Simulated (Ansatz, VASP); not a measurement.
**O in VASP and in Ansatz**

Contents of INCAR:

```
SYSTEM = O
ALGO = Normal
EDIFF = 1E-7
ENCUT = 520
GGA = PE
ISIF = 2
ISMEAR = -1
LASPH = .TRUE.
LCHARG = .FALSE.
LREAL = .FALSE.
LWAVE = .FALSE.
NBANDS = 13
NELM = 100
PREC = Accurate
SIGMA = 0.05
```

Contents of KPOINTS:

```
k-points
0
G
  9 9 9
  0 0 0
```

The input POSCAR:

```
O
1.0
    1.6637063051      0.9605412831      3.7069517901
   -1.6637063051      0.9605412831      3.7069517901
    0.0000000000     -1.9210825661      3.7069517901
O
2
Direct
    0.0546147200      0.0546147200      0.0546147200
    0.9453852800      0.9453852800      0.9453852800
```

input.yaml

```yaml
crystal:
  lattice:
    - [1.6637063051, 0.9605412831, 3.7069517901]
    - [-1.6637063051, 0.9605412831, 3.7069517901]
    - [0.0, -1.9210825661, 3.7069517901]
  atoms:
    - { symbol: O, position: [0.05461472, 0.05461472, 0.05461472] }
    - { symbol: O, position: [0.94538528, 0.94538528, 0.94538528] }
hamiltonian:
  xc: pbe
  pseudopotentials: { kind: paw }
kpoints:
  mp_grid: { grid: [9, 9, 9] }
scf:
  occupations: { method: fermi_dirac, width: 0.05 }
output:
  forces: true
  stress: true
  eigenvalues: true
```

Change from the starting cell: volume scaled by 0.98.

Alike in both runs: task single point; functional PBE; k mesh 9 × 9 × 9; occupations fermi-dirac, width 0.05 eV; no spin polarisation.

|  | VASP | Ansatz |
| --- | --- | --- |
| version | VASP 6.6.1 | Ansatz 0.2.0 |
| potentials or method | VASP PAW PBE potentials, release 64 (O) | Ansatz PAW |
| plane-wave cutoff (eV) | 520 | 420 |
| valence electrons in the cell | 12 | 12 |

|  | VASP | Ansatz | Ansatz less VASP |
| --- | --- | --- | --- |
| gap on the k mesh at the Fermi level (eV) | none | none | - |
| pressure (GPa) | -0.1 | -2.1 | -1.96 |
| traceless stress, the component that is largest in VASP (GPa) | 7.32 | 2.99 | -4.337 |
| rms of the force components (eV/Å) | 0.799 | 0.102 | -0.6965 |

Atom by atom the forces differ by 0.697 eV/Å (rms over components). A gap of «none» marks a metal or a gap that the smearing closes. With one functional, cell and mesh, what is left measures potentials, basis and numerics.

Noted on VASP's run: the standard files for N, O and F lose accuracy on very short bonds; spin is off for a triplet molecule. Noted on Ansatz's run: spin is off for a triplet molecule.
